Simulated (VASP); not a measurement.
Wanted: the native input for a VASP 6.6.1 run.

```yaml
Task: single point
Functional: PBE
Potentials_or_basis: VASP PAW PBE potentials, release 64 (Cu, I)
Cutoff: 520 eV
k_mesh: 6 × 6 × 6, shifted
Occupations: fermi-dirac, width 0.02 eV
Spin: no spin polarisation
Dipole_correction: no
Further_INCAR_settings: ALGO = Normal; EDIFF = 1e-06; NBANDS = 16; ISYM = 0
```

The structure of CuI lies in POSCAR:

```
CuI
1.0
    3.6613896411      0.0000000000      0.0000000000
    0.0000000000      3.6613896411      0.0000000000
    0.0000000000      0.0000000000      3.6613896411
Cu I
1 1
Direct
    0.0000000000      0.0000000000      0.0000000000
    0.5000000000      0.5000000000      0.5000000000
```

One way to write it, as run:

INCAR

```
SYSTEM = CuI
ALGO = Normal
EDIFF = 1E-6
ENCUT = 520
GGA = PE
ISIF = 2
ISMEAR = -1
ISYM = 0
LASPH = .TRUE.
LCHARG = .TRUE.
LELF = .TRUE.
LREAL = .FALSE.
LVHAR = .TRUE.
LWAVE = .FALSE.
NBANDS = 16
NELM = 80
PREC = Accurate
SIGMA = 0.02
```

KPOINTS

```
Automatic mesh
0
Gamma
  6 6 6
  0 0 0.5
```

Potentials or basis: VASP PAW PBE potentials, release 64 (Cu, I).

The run is started by

```console
$ cat potpaw_PBE.64/Cu/POTCAR potpaw_PBE.64/I/POTCAR > POTCAR
$ mpirun -np 1 vasp_std > vasp.out
```

It gave:

```json
{
 "Pressure": "-0.1 GPa",
 "Band gap on the k mesh": "zero (band 9 reaches 5.62 eV, above the bottom of band 10 at 5.27 eV)"
}
```

Caveat: spin-orbit coupling is left out, which moves the levels of the heavy elements; semilocal functionals often make such compounds metallic where correlation or magnetic order opens a gap, which also shifts bond lengths.

It took 5.2 min on 1 thread of Intel(R) Xeon(R) Platinum 8259CL CPU @ 2.50GHz (Skylake/Cascade Lake) (shared host), peak memory 0.37 GiB.
